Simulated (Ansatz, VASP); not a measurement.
**Ge: VASP beside Ansatz**

POSCAR

```
Ge
1.0
    1.4880529250     -2.5946896100      0.0000000000
    1.4880529250      2.5946896100      0.0000000000
    0.0000000000      0.0000000000      4.7275957900
Ge
2
Direct
    0.3334466300      0.6665533700      0.2500000000
    0.6665533700      0.3334466300      0.7500000000
```

Contents of INCAR.step1:

```
ALGO = Normal
EDIFF = 1E-4
ENCUT = 520
GGA = PE
GGA_COMPAT = False
ISMEAR = -1
LASPH = True
LCHARG = False
LREAL = False
LSORBIT = True
LWAVE = True
MAGMOM = 0 0 0 0 0 0
NBANDS = 40
NELM = 150
PREC = Accurate
SIGMA = 0.05
```

Contents of INCAR.step2:

```
ALGO = Normal
EDIFF = 1E-6
ENCUT = 520
GGA_COMPAT = False
ISIF = 2
ISMEAR = -1
ISTART = 1
LASPH = True
LCHARG = False
LMIXTAU = True
LORBIT = 11
LORBMOM = True
LREAL = False
LSORBIT = True
LWAVE = False
MAGMOM = 0 0 0 0 0 0
METAGGA = R2SCAN
NBANDS = 40
NELM = 150
PREC = Accurate
SIGMA = 0.05
```

The input KPOINTS:

```
k-points
0
Gamma
  7 7 5
```

Contents of input.yaml:

```yaml
crystal:
  lattice:
    - [1.488052925, -2.59468961, 0.0]
    - [1.488052925, 2.59468961, 0.0]
    - [0.0, 0.0, 4.72759579]
  atoms:
    - { symbol: Ge, position: [0.33344663, 0.66655337, 0.25] }
    - { symbol: Ge, position: [0.66655337, 0.33344663, 0.75] }
hamiltonian:
  xc: r2scan
  pseudopotentials: { kind: paw_fr }
magnetization:
  noncollinear: true
  spin_orbit: true
kpoints:
  mp_grid: { grid: [7, 7, 5] }
  band_path:
    path:
      - [[0.0, 0.0, 0.0], [0.3322253894, 0.3322253894, 0.0], [0.0, 0.5, 0.0], [0.0, 0.5, 0.5], [0.3322253894, 0.3322253894, 0.5], [0.0, 0.0, 0.5], [0.0, 0.0, 0.0], [-0.5, 0.5, 0.0], [-0.3322253894, 0.6677746106, 0.0], [-0.3322253894, 0.6677746106, 0.5], [-0.5, 0.5, 0.5], [-0.5, 0.5, 0.0]]
      - [[0.0, 0.0, 0.5], [-0.5, 0.5, 0.5]]
    npoints: 14
scf:
  occupations: { method: fermi_dirac, width: 0.05 }
  n_extra_bands: 6
output:
  forces: true
  stress: true
  eigenvalues: true
  fatbands: true
```

Alike in both runs: functional r2SCAN; k mesh 7 × 7 × 5; occupations fermi-dirac, width 0.05 eV; non-collinear spin, spin-orbit coupling.

|  | VASP | Ansatz |
| --- | --- | --- |
| version | VASP 6.6.1 | Ansatz 0.2.0 |
| potentials or method | VASP PAW PBE potentials, release 64 (Ge_d) | Ansatz PAW |
| plane-wave cutoff (eV) | 520 | 500 |
| valence electrons in the cell | 28 | 28 |
| task | single point | band structure |

|  | VASP | Ansatz | Ansatz less VASP |
| --- | --- | --- | --- |
| pressure (GPa) | 1.8 | 2.0 | +0.19 |
| traceless stress, the component that is largest in VASP (GPa) | 0.24 | 0.25 | +0.011 |
| net moment per atom (μB) | 0.00 | 0.00 | 0.000 |

VASP's potentials were made for PBE, not for r2SCAN.
